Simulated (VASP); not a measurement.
# Ir (Fm-3m) in VASP: notebook

Runs on Ir. Level: PBE. Tasks: relaxation of cell and atoms.

Everything below comes from runs of VASP 6.6.1. Logs are shortened: lines on timing, memory, paths and dates and some standing lists are left out, and cuts for length are marked.

### 1 The cell of the first run

Symmetry: Fm-3m, No. 225, cubic system. The conventional cell has a = 3.830 Å, b = 3.830 Å, c = 3.830 Å, α = 90.00°, β = 90.00°, γ = 90.00°. Within 3.6 Å of Ir (site symmetry m-3m) lie 12 Ir at 2.71 Å.

### 2 Relaxation of cell and atoms, PBE

INCAR

```
SYSTEM = Ir
PREC = Accurate ; ENCUT = 500
EDIFF = 1E-7 ; ISMEAR = 1
SIGMA = 0.05 ; LREAL = .False.
LASPH = .True. ; NELM = 120
ALGO = Normal ; ISIF = 3
LWAVE = .False. ; LCHARG = .False.
GGA = PE ; IBRION = 2
NSW = 80 ; EDIFFG = -0.03
GGA_COMPAT = .False. ; NELMIN = 4
```

KPOINTS

```
regular mesh
0
Gamma
  8 8 8
  0 0 0
```

POSCAR

```
Ir
1.0
    0.0000000000      1.9150000000      1.9150000000
    1.9150000000      0.0000000000      1.9150000000
    1.9150000000      1.9150000000      0.0000000000
Ir
1
Direct
    0.0000000000      0.0000000000      0.0000000000
```

Potentials or basis: VASP PAW PBE potentials, release 64 (Ir).

Launch:

```sh
> cat potpaw_PBE.64/Ir/POTCAR > POTCAR
> mpirun -np 1 vasp_std > vasp.out
```

OUTCAR:

```text
SYSTEM = Ir
   PREC = Accurate
   ENCUT = 500
   EDIFF = 1E-7
   ISMEAR = 1
   LREAL = .False.
   LASPH = .True.
   NELM = 120
   ISIF = 3
   GGA = PE
   IBRION = 2
   NSW = 80
   EDIFFG = -0.03
   NELMIN = 4

 ion  position               nearest neighbor table
   1  0.000  0.000  0.000-

  LATTYP: Found a face centered cubic cell.
 ALAT       =     3.8300000000

  Lattice vectors:

 A1 = (   0.0000000000,   1.9150000000,   1.9150000000)
 A2 = (   1.9150000000,   0.0000000000,   1.9150000000)
 A3 = (   1.9150000000,   1.9150000000,   0.0000000000)

Analysis of symmetry for initial positions (statically):
=====================================================================
 Subroutine PRICEL returns:
 Original cell was already a primitive cell.

 Routine SETGRP: Setting up the symmetry group for a
 face centered cubic supercell.

 Subroutine GETGRP returns: Found 48 space group operations
 (whereof 48 operations were pure point group operations)
 out of a pool of 48 trial point group operations.

The static configuration has the point symmetry O_h .

Analysis of symmetry for dynamics (positions and initial velocities):
=====================================================================
 Subroutine PRICEL returns:
 Original cell was already a primitive cell.

 Routine SETGRP: Setting up the symmetry group for a
 face centered cubic supercell.

 Subroutine GETGRP returns: Found 48 space group operations
 (whereof 48 operations were pure point group operations)
 out of a pool of 48 trial point group operations.

The dynamic configuration has the point symmetry O_h .

 Subroutine INISYM returns: Found 48 space group operations
 (whereof 48 operations are pure point group operations),
 and found     1 'primitive' translations

----------------------------------------------------------------------------------------

                                     Primitive cell

  volume of cell :      14.0455

  direct lattice vectors                    reciprocal lattice vectors
     0.000000000  1.915000000  1.915000000    -0.261096606  0.261096606  0.261096606
     1.915000000  0.000000000  1.915000000     0.261096606 -0.261096606  0.261096606
     1.915000000  1.915000000  0.000000000     0.261096606  0.261096606 -0.261096606

  length of vectors
     2.708218972  2.708218972  2.708218972     0.452232587  0.452232587  0.452232587

  position of ions in fractional coordinates (direct lattice)
     0.000000000  0.000000000  0.000000000

  ion indices of the primitive-cell ions
   primitive index   ion index
                 1           1

----------------------------------------------------------------------------------------

 KPOINTS: regular mesh

Automatic generation of k-mesh.
 Grid dimensions read from file:
 generate k-points for:    8    8    8

 Generating k-lattice:

  Cartesian coordinates                     Fractional coordinates (reciprocal lattice)
    -0.032637076  0.032637076  0.032637076     0.125000000  0.000000000  0.000000000
     0.032637076 -0.032637076  0.032637076     0.000000000  0.125000000  0.000000000
     0.032637076  0.032637076 -0.032637076     0.000000000  0.000000000  0.125000000

  Length of vectors
     0.056529073  0.056529073  0.056529073

  Shift w.r.t. Gamma in fractional coordinates (k-lattice)
     0.000000000  0.000000000  0.000000000

 Subroutine IBZKPT returns following result:
 ===========================================

 Found     29 irreducible k-points:

 Following reciprocal coordinates:
            Coordinates               Weight
  0.000000  0.000000  0.000000      1.000000
  0.125000  0.000000  0.000000      8.000000
  0.250000  0.000000  0.000000      8.000000
  0.375000  0.000000  0.000000      8.000000
  0.500000  0.000000  0.000000      4.000000
  0.125000  0.125000  0.000000      6.000000
[... 16 lines left out ...]
  0.500000  0.250000  0.125000     48.000000
 -0.375000  0.250000  0.125000     24.000000
 [... further k-points ...]
   k-points           NKPTS =     29   k-points in BZ     NKDIM =     29   number of bands    NBANDS=      8
   number of dos      NEDOS =    301   number of ions     NIONS =      1
   total plane-waves  NPLWV =   8000
   dimension x,y,z NGX =    20 NGY =   20 NGZ =   20
   dimension x,y,z NGXF=    40 NGYF=   40 NGZF=   40
   ions per type =               1
   NGX,Y,Z   is equivalent  to a cutoff of  12.28, 12.28, 12.28 a.u.
   NGXF,Y,Z  is equivalent  to a cutoff of  24.55, 24.55, 24.55 a.u.
 SYSTEM =  Ir
   PREC   = accura    normal or accurate (medium, high low for compatibility)
   ISTART =      0    job   : 0-new  1-cont  2-samecut
   ICHARG =      2    charge: 1-file 2-atom 10-const
   ISPIN  =      1    spin polarized calculation?
   LNONCOLLINEAR =      F non collinear calculations
   LSORBIT =      F    spin-orbit coupling
   LASPH  =      T    aspherical Exc in radial PAW
   ENCUT  =  500.0 eV  36.75 Ry    6.06 a.u.   4.94  4.94  4.94*2*pi/ulx,y,z
   NELM   =    120;   NELMIN=  4; NELMDL= -5     # of ELM steps
   EDIFF  = 0.1E-06   stopping-criterion for ELM
   LREAL  =      F    real-space projection
   EDIFFG = -.3E-01   stopping-criterion for IOM
   NSW    =     80    number of steps for IOM
   IBRION =      2    ionic relax: 0-MD 1-quasi-New 2-CG
   NFREE  =      1    steps in history (QN), initial steepest desc. (CG)
   ISIF   =      3    stress and relaxation
   ISYM   =      2    0-nonsym 1-usesym 2-fastsym
   POTIM  = 0.5000    time-step for ionic-motion
   TEBEG  =    0.0;   TEEND  =   0.0 temperature during run
   PSTRESS=    0.0 pullay stress
   NELECT =       9.0000    total number of electrons
   NUPDOWN=      -1.0000    fix difference up-down
   EMIN   =  10.00;   EMAX   =-10.00  energy-range for DOS
   EFERMI =   0.00;   METHOD = LEGACY
   ISMEAR =     1;   SIGMA  =   0.05  broadening in eV -4-tet -1-fermi 0-gaus
   EFERMI_NEDOS =   21; number of points for ismear=-14 and -15
   IALGO  =     38    algorithm
   IMIX   =      4    mixing-type and parameters
     AMIX     =   0.40;   BMIX     =  1.00
     AMIX_MAG =   1.60;   BMIX_MAG =  1.00
  volume/ion in A,a.u.               =      14.05        94.78
  Fermi-wavevector in a.u.,A,eV,Ry     =   1.411379  2.667119 27.102667  1.991990
  Thomas-Fermi vector in A             =   2.533236
   LORBIT       =      0    0 simple, 1 ext, 2 COOP (PROOUT), +10 PAW based schemes
   GGA     = PE    functional components
   LHFCALC =     F    Hartree Fock is set to
   AEXX    =    0.0000 exact exchange contribution
   IVDW    =     0    specifies the selected vdW correction
   LEPSILON=     F    determine dielectric tensor
   LRPA    =     F    only Hartree local field effects (RPA)
 conjugate gradient relaxation of ions
 non-spin polarized calculation
 Methfessel and Paxton  Order N= 1 SIGMA  =   0.05
  energy-cutoff  :      500.00
  volume of cell :       14.05
 maximum number of plane-waves:       368
   NGX =  9   NGY =  9   NGZ =  9

--------------------------------------- Ionic step        1  -------------------------------------------

 number of electron       9.0000000 magnetization

 Free energy of the ion-electron system (eV)
  ---------------------------------------------------
  ext. energy  EPLUGINS =         0.00000000
  ---------------------------------------------------
  free energy    TOTEN  =        -8.75529219 eV

  energy without entropy =       -8.75546057  energy(sigma->0) =       -8.75534832

 E-fermi :  10.5995     XC(G=0): -14.0293

 val. band max:       10.5477883627   @ k =  -0.3750   0.1250   0.0000
 cond. band min:      10.6152465319   @ k =  -0.3750   0.2500   0.0000
 fundamental gap:      0.0674581692
 Fermi energy:        10.5994508806

 k-point     1 :       0.0000    0.0000    0.0000
  band No.  band energies     occupation
      1      -0.6659      2.00000
      2       6.6062      2.00000
      3       6.6062      2.00000
      4       6.6062      2.00000
      5       9.3398      2.00000
      6       9.3398      2.00000
      7      24.8242      0.00000
      8      30.4797      0.00000

 k-point     2 :       0.1250    0.0000    0.0000
  band No.  band energies     occupation
      1       0.0112      2.00000
      2       6.2815      2.00000
      3       6.8735      2.00000
      4       6.8735      2.00000
      5       9.1942      2.00000
      6       9.1942      2.00000
      7      25.9395      0.00000
      8      27.8879      0.00000

 k-point     3 :       0.2500    0.0000    0.0000
  band No.  band energies     occupation
      1       1.5543      2.00000
      2       6.0914      2.00000
      3       7.0567      2.00000
      4       7.0567      2.00000
      5       9.5189      2.00000
      6       9.5189      2.00000
      7      24.3610      0.00000
      8      27.3334      0.00000
[... 314 lines left out ...]
 VOLUME and BASIS-vectors are now :
 -----------------------------------------------------------------------------
  energy-cutoff  :      500.00
  volume of cell :       14.60
      direct lattice vectors                 reciprocal lattice vectors
     0.000000000  1.940040456  1.940040456    -0.257726584  0.257726584  0.257726584
     1.940040456  0.000000000  1.940040456     0.257726584 -0.257726584  0.257726584
     1.940040456  1.940040456  0.000000000     0.257726584  0.257726584 -0.257726584

 POSITION                                       TOTAL-FORCE (eV/Angst)
 -----------------------------------------------------------------------------------
      0.00000      0.00000      0.00000        -0.000000      0.000000      0.000000
 -----------------------------------------------------------------------------------
    total drift:                               -0.000000     -0.000000     -0.000000

  FREE ENERGIE OF THE ION-ELECTRON SYSTEM (eV)
  ---------------------------------------------------
  free  energy   TOTEN  =        -8.7771889400 eV

  energy  without entropy=       -8.7773735385  energy(sigma->0) =       -8.77725047

--------------------------------------- Ionic step        4  -------------------------------------------

 number of electron       9.0000000 magnetization

 Free energy of the ion-electron system (eV)
  ---------------------------------------------------
  ext. energy  EPLUGINS =         0.00000000
  ---------------------------------------------------
  free energy    TOTEN  =        -8.77727560 eV

  energy without entropy =       -8.77745993  energy(sigma->0) =       -8.77733704

 E-fermi :   9.9564     XC(G=0): -13.8104

 val. band max:        9.9084147095   @ k =  -0.3750   0.1250   0.0000
 cond. band min:       9.9717622170   @ k =  -0.3750   0.2500   0.0000
 fundamental gap:      0.0633475075
 Fermi energy:         9.9563590306

 k-point     1 :       0.0000    0.0000    0.0000
  band No.  band energies     occupation
      1      -0.9042      2.00000
      2       6.1870      2.00000
      3       6.1870      2.00000
      4       6.1870      2.00000
      5       8.7642      2.00000
      6       8.7642      2.00000
      7      24.2615      0.00000
      8      29.6965      0.00000

 k-point     2 :       0.1250    0.0000    0.0000
  band No.  band energies     occupation
      1      -0.2521      2.00000
      2       5.8821      2.00000
      3       6.4406      2.00000
      4       6.4406      2.00000
      5       8.6307      2.00000
      6       8.6307      2.00000
      7      25.3125      0.00000
      8      27.1263      0.00000

 k-point     3 :       0.2500    0.0000    0.0000
  band No.  band energies     occupation
      1       1.2557      2.00000
      2       5.6925      2.00000
      3       6.6162      2.00000
      4       6.6162      2.00000
      5       8.9409      2.00000
      6       8.9409      2.00000
      7      23.5624      0.00000
      8      26.5024      0.00000
[... 244 lines left out ...]
 VOLUME and BASIS-vectors are now :
 -----------------------------------------------------------------------------
  energy-cutoff  :      500.00
  volume of cell :       14.57
      direct lattice vectors                 reciprocal lattice vectors
     0.000000000  1.938678104  1.938678104    -0.257907694  0.257907694  0.257907694
     1.938678104  0.000000000  1.938678104     0.257907694 -0.257907694  0.257907694
     1.938678104  1.938678104  0.000000000     0.257907694  0.257907694 -0.257907694

 POSITION                                       TOTAL-FORCE (eV/Angst)
 -----------------------------------------------------------------------------------
      0.00000      0.00000      0.00000         0.000000      0.000000      0.000000
 -----------------------------------------------------------------------------------
    total drift:                               -0.000000     -0.000000     -0.000000

  FREE ENERGIE OF THE ION-ELECTRON SYSTEM (eV)
  ---------------------------------------------------
  free  energy   TOTEN  =        -8.7772755959 eV

  energy  without entropy=       -8.7774599296  energy(sigma->0) =       -8.77733704

 reached required accuracy - stopping structural energy minimisation
```

It took 6.6 s on 1 thread of AMD EPYC 9R45 (Zen 5), shared host; peak memory 0.1 GiB.

Results:

- Free energy: -8.7773 eV
- Relaxed volume: 14.57 Å³/atom
- Relaxed cell: a = 2.742 Å, b = 2.742 Å, c = 2.742 Å, α = 60.00°, β = 60.00°, γ = 60.00°
- Space group after relaxing (to 0.1 Å): Fm-3m (No. 225)
- Energy gained by relaxing: 22.0 meV/atom
- Ionic steps: 4
- Pressure after relaxing: -0.1 GPa
- Band gap on the k mesh: zero (an odd number of electrons rules out a gap without spin polarisation)

Step by step:
```
step  energy change (eV)  largest force (eV/Å)  pressure (GPa)  volume (Å³)
   1              0.0000                0.0000           13.98        14.05
   2              0.2296                0.0000          -33.01        16.69
   3             -0.0219                0.0000           -0.77        14.60
   4             -0.0220                0.0000           -0.07        14.57
```

Final structure:
```xyz
1
Lattice="0.0000 1.9387 1.9387 1.9387 0.0000 1.9387 1.9387 1.9387 0.0000" Properties=species:S:1:pos:R:3 pbc="T T T"
Ir    0.0000    0.0000    0.0000
```

Caveat: spin-orbit coupling is left out, which moves the levels of the heavy elements.

### 3 Relaxation of cell and atoms, PBE, target pressure 5 GPa, at which the enthalpy is minimised

INCAR

```
SYSTEM = Ir
PREC = Accurate ; ENCUT = 500
EDIFF = 1E-7 ; ISMEAR = 1
SIGMA = 0.05 ; LREAL = .FALSE.
LASPH = .TRUE. ; NELM = 120
ALGO = Normal ; ISIF = 3
LWAVE = .FALSE. ; LCHARG = .FALSE.
GGA = PE ; IBRION = 2
NSW = 80 ; EDIFFG = -0.03
PSTRESS = 50.0 ; GGA_COMPAT = .FALSE.
NELMIN = 4
```

KPOINTS

```
Automatic mesh
0
G
  8 8 8
  0 0 0
```

POSCAR is that of step 2.

Potentials or basis: VASP PAW PBE potentials, release 64 (Ir).

Launch:

```sh
> cat potpaw_PBE.64/Ir/POTCAR > POTCAR
> mpirun -np 1 vasp_std > vasp.out
```

Run time: 6.8 s. Hardware: 1 thread of AMD EPYC 9R45 (Zen 5), shared host; peak memory 0.11 GiB.

It converged, with:

| Quantity | Value |
| --- | --- |
| Free energy | -8.7742 eV |
| Relaxed volume | 14.37 Å³/atom |
| Relaxed cell | a = 2.729 Å, b = 2.729 Å, c = 2.729 Å, α = 60.00°, β = 60.00°, γ = 60.00° |
| Space group after relaxing (to 0.1 Å) | Fm-3m (No. 225) |
| Energy change on relaxing (the run minimises the enthalpy) | -18.9 meV/atom |
| Ionic steps | 4 |
| Pressure after relaxing | 5.0 GPa |
| Band gap on the k mesh | zero (an odd number of electrons rules out a gap without spin polarisation) |

Step by step:
```
step  energy change (eV)  largest force (eV/Å)  pressure (GPa)  volume (Å³)
   1              0.0000                0.0000           13.98        14.05
   2              0.0605                0.0000          -21.46        15.71
   3             -0.0193                0.0000            4.67        14.38
   4             -0.0189                0.0000            4.98        14.37
```

Final structure:
```yaml
crystal:
  lattice:
    - [0.00000, 1.92962, 1.92962]
    - [1.92962, 0.00000, 1.92962]
    - [1.92962, 1.92962, 0.00000]
  atoms:
    - { symbol: Ir, position: [0.00000, 0.00000, 0.00000] }
```

Levels at points of the mesh, in eV from the Fermi level:
```csv
k point,band 2,band 3,band 4,band 5,band 6,band 7
"(0.00, 0.00, 0.00)",-3.85,-3.85,-3.85,-1.22,-1.22,14.28
"(0.50, 0.00, 0.00)",-3.95,-3.95,-0.78,0.82,0.82,7.05
"(0.50, 0.50, 0.00)",-7.23,0.79,1.38,1.38,1.64,10.25
```

Caveat: the cell is relaxed towards a set pressure, so the run minimises the enthalpy, not the energy; spin-orbit coupling is left out, which moves the levels of the heavy elements.

(Part 1 of 2 ends here.)
